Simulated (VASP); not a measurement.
# Co (Im-3m) in VASP: a series of runs, part 2 of 2

VASP 6.6.1. The steps go on from the part before.

**5. Single point, r2SCAN, collinear spin, ferromagnetic start**

This run uses another cell than the first one: it holds 2 atoms, not 1.

The input, POSCAR:

```
Co
1.0
    2.7631487968      0.0000000000      0.0000000000
    0.0000000000      2.7631487968      0.0000000000
    0.0000000000      0.0000000000      2.7631487968
Co
2
Direct
    0.0000000000      0.0000000000      0.0000000000
    0.5000000000      0.5000000000      0.5000000000
```

The input, INCAR.step1:

```
PREC     = Accurate       # precision mode
ENCUT    = 660            # plane-wave cutoff, eV
ISMEAR   = -1             # smearing method
SIGMA    = 0.1            # smearing width, eV
LREAL    = False          # projectors in reciprocal space
LASPH    = True           # aspherical terms in the spheres
NELM     = 200            # most SCF steps
ISPIN    = 2              # spin polarisation
MAGMOM   = -2.01 -2.01    # initial moments
LMAXMIX  = 4              # l up to which the mixer works
NBANDS   = 20             # bands
GGA      = PE             # functional
ALGO     = Normal         # electronic algorithm
EDIFF    = 1E-5           # SCF threshold, eV
LWAVE    = True           # write WAVECAR
LCHARG   = False          # write CHGCAR
GGA_COMPAT= False
```

The input, INCAR.step2:

```
PREC     = Accurate       # precision mode
ENCUT    = 660            # plane-wave cutoff, eV
EDIFF    = 1E-6           # SCF threshold, eV
ISMEAR   = -1             # smearing method
SIGMA    = 0.1            # smearing width, eV
LREAL    = False          # projectors in reciprocal space
LASPH    = True           # aspherical terms in the spheres
NELM     = 200            # most SCF steps
ALGO     = Normal         # electronic algorithm
ISIF     = 2              # what is computed and relaxed
LWAVE    = False          # write WAVECAR
LCHARG   = False          # write CHGCAR
ISPIN    = 2              # spin polarisation
MAGMOM   = -2.01 -2.01    # initial moments
LORBIT   = 11             # projections on sites
LMAXMIX  = 4              # l up to which the mixer works
METAGGA  = R2SCAN         # meta-GGA
LMIXTAU  = True         
NBANDS   = 20             # bands
ISTART   = 1            
GGA_COMPAT= False
```

The input, KPOINTS:

```
Automatic mesh
0
Gamma
  6 6 6
```

Run with:

```sh
$ cat potpaw_PBE.64/Co/POTCAR > POTCAR
$ cp INCAR.step1 INCAR
$ mpirun -np 1 vasp_std > vasp.out
$ cp INCAR.step2 INCAR
$ mpirun -np 1 vasp_std > vasp.out
```

It took 2 min on 1 thread of AMD EPYC 7R13, shared host; peak memory 0.14 GiB.

Results (log left out):

```
Free energy                                           : -26.5120 eV
Pressure                                              : 9.0 GPa
Net moment                                            : -3.86 μB per cell
Site moments                                          : Co -1.98 μB
Valence electrons inside the program's atomic spheres : Co 8.34
```

Levels at points of the mesh, in eV from the Fermi level:
Spin up:
| k point | band 3 | band 4 | band 5 | band 6 | band 7 | band 8 | band 9 | band 10 |
| --- | --- | --- | --- | --- | --- | --- | --- | --- |
| (0.00, 0.00, 0.00) | -4.08 | -1.88 | -1.88 | -1.88 | 0.78 | 0.78 | 0.78 | 0.87 |
| (0.50, 0.00, 0.00) | -1.65 | -1.65 | -1.50 | -1.50 | -1.50 | -1.50 | -0.57 | -0.57 |
| (0.50, 0.50, 0.00) | -3.17 | -3.17 | -0.77 | -0.77 | 0.52 | 0.52 | 1.07 | 1.07 |
| (0.50, 0.50, 0.50) | -3.39 | -3.39 | -3.39 | -3.39 | 1.17 | 1.17 | 1.17 | 1.17 |
Spin down:
```
           k point  band 9  band 10  band 11  band 12  band 13  band 14
(0.00, 0.00, 0.00)   -1.67    -1.67    -1.67     9.81     9.81     9.81
(0.50, 0.00, 0.00)   -2.85    -2.85    -1.49    -1.49    17.32    17.32
(0.50, 0.50, 0.00)   -1.41    -1.41    -0.41    -0.41     6.40     6.40
(0.50, 0.50, 0.50)   -2.86    -2.86     7.98     7.98     7.98     7.98
```

Caveat: the k points lie up to 0.38 Å⁻¹ apart; the PAW data sets were made with another functional, which shifts forces and pressure a little.

**6. Relaxation of cell and atoms, r2SCAN, collinear spin, antiferromagnetic start**

This run uses another cell than the first one: it holds 2 atoms, not 1.

The input, POSCAR:

```
Co
1.0
    2.8082743434      0.0000000000      0.0000000000
    0.0000000000      2.8082743434      0.0000000000
    0.0000000000      0.0000000000      2.8082743434
Co
2
Direct
    0.0000000000      0.0000000000      0.0000000000
    0.5000000000      0.5000000000      0.5000000000
```

The input, INCAR.step1:

```
SYSTEM = Co
PREC = Accurate
ENCUT = 600
ISMEAR = -1
SIGMA = 0.05
LREAL = .FALSE.
LASPH = .TRUE.
NELM = 150
ISPIN = 2
MAGMOM = 1.7 -1.7
LMAXMIX = 4
GGA = PE
ALGO = Normal
EDIFF = 1E-4
LWAVE = .TRUE.
LCHARG = .FALSE.
```

The input, INCAR.step2:

```
SYSTEM = Co
PREC = Accurate
ENCUT = 600
EDIFF = 1E-6
ISMEAR = -1
SIGMA = 0.05
LREAL = .FALSE.
LASPH = .TRUE.
NELM = 150
ALGO = Normal
ISIF = 3
LWAVE = .FALSE.
LCHARG = .FALSE.
ISPIN = 2
MAGMOM = 1.7 -1.7
LORBIT = 11
LMAXMIX = 4
METAGGA = R2SCAN
LMIXTAU = .TRUE.
IBRION = 2
NSW = 80
EDIFFG = -0.01
ISTART = 1
```

The input, KPOINTS:

```
Automatic mesh
0
G
  11 11 11
  0 0 0
```

Potentials or basis: VASP PAW PBE potentials, release 64 (Co).

Run with:

```sh
$ cat potpaw_PBE.64/Co/POTCAR > POTCAR
$ cp INCAR.step1 INCAR
$ mpirun -np 1 vasp_std > vasp.out
$ cp INCAR.step2 INCAR
$ mpirun -np 1 vasp_std > vasp.out
```

It took 9.7 min on 1 thread of Oxide Virtual Turin-like, shared host; peak memory 0.15 GiB.

The run converged. Its results:

```yaml
Free_energy: -25.2481 eV
Relaxed_volume: 10.54 Å³/atom
Relaxed_cell: a = 2.763 Å, b = 2.763 Å, c = 2.763 Å, α = 90.00°, β = 90.00°, γ = 90.00°
Space_group_after_relaxing_to_0.05_Å: Im-3m (No. 229)
Energy_gained_by_relaxing: 14.0 meV/atom
Ionic_steps: 5
Pressure_after_relaxing: 0.1 GPa
Band_gap_on_the_k_mesh: zero (filled and empty bands overlap)
Net_moment: 0.00 μB per cell
Site_moments: Co +1.19, -1.19 μB
Valence_electrons_inside_the_program's_atomic_spheres: Co 8.37
```

The path:
```tsv
step	energy change (eV)	largest force (eV/Å)	pressure (GPa)	volume (Å³)
1	0.0000	0.0000	-7.42	22.15
2	-0.0198	0.0000	5.23	20.54
3	-0.0280	0.0000	0.22	21.06
4	-0.0280	0.0000	-0.23	21.09
5	-0.0280	0.0000	0.09	21.09
```

Final structure:
```
Co
1.0
     2.76268    0.00000    0.00000
     0.00000    2.76268    0.00000
     0.00000    0.00000    2.76268
Co
2
Direct
  0.00000 0.00000 0.00000
  0.50000 0.50000 0.50000
```

Levels at points of the mesh, in eV from the Fermi level:
Spin up:
```csv
k point,band 6,band 7,band 8,band 9,band 10,band 11,band 12,band 13
"(0.00, 0.00, 0.00)",-2.25,-0.29,-0.29,0.47,0.47,0.47,10.62,10.62
```
Spin down:
```tsv
k point	band 7	band 8	band 9	band 10	band 11	band 12
(0.00, 0.00, 0.00)	-0.29	-0.29	0.47	0.47	0.47	10.62
```

Caveat: the PAW data sets were made with another functional, which shifts forces and pressure a little.

**7. Overview**

```csv
task,spin,cell,k mesh,cutoff (eV),smearing,gap on the mesh (eV),pressure (GPa),moment (μB),relaxed volume (Å³/atom)
single point,"collinear, ferromagnetic start","a = 2.486 Å, angles 109.5°, 1 atom",18 × 18 × 18,520,fermi-dirac 0.05 eV,none,-13.5,1.92,-
single point,"collinear, ferromagnetic start","a = 2.517 Å, angles 109.5°, 1 atom",18 × 18 × 18,520,fermi-dirac 0.05 eV,none,-18.0,1.94,-
relaxation of cell and atoms,"collinear, ferromagnetic start","relaxed from a = 2.432 Å, angles 109.5°, 1 atom",16 × 16 × 16,600,fermi-dirac 0.05 eV,none,0.0,1.90,10.95
single point,"collinear, ferromagnetic start","a = 2.763 Å, 2 atoms",6 × 6 × 6,660,fermi-dirac 0.1 eV,none,9.0,3.86,-
relaxation of cell and atoms,"collinear, antiferromagnetic start","relaxed from a = 2.808 Å, 2 atoms",11 × 11 × 11,600,fermi-dirac 0.05 eV,none,0.1,0.00,10.54
```

Alike in all rows: level r2SCAN; potentials or basis VASP PAW PBE potentials, release 64 (Co).

Caveats: some runs use coarse meshes; the PAW data sets were made with another functional, which shifts forces and pressure a little.

Absolute energies hang on the potentials; compare differences alone.
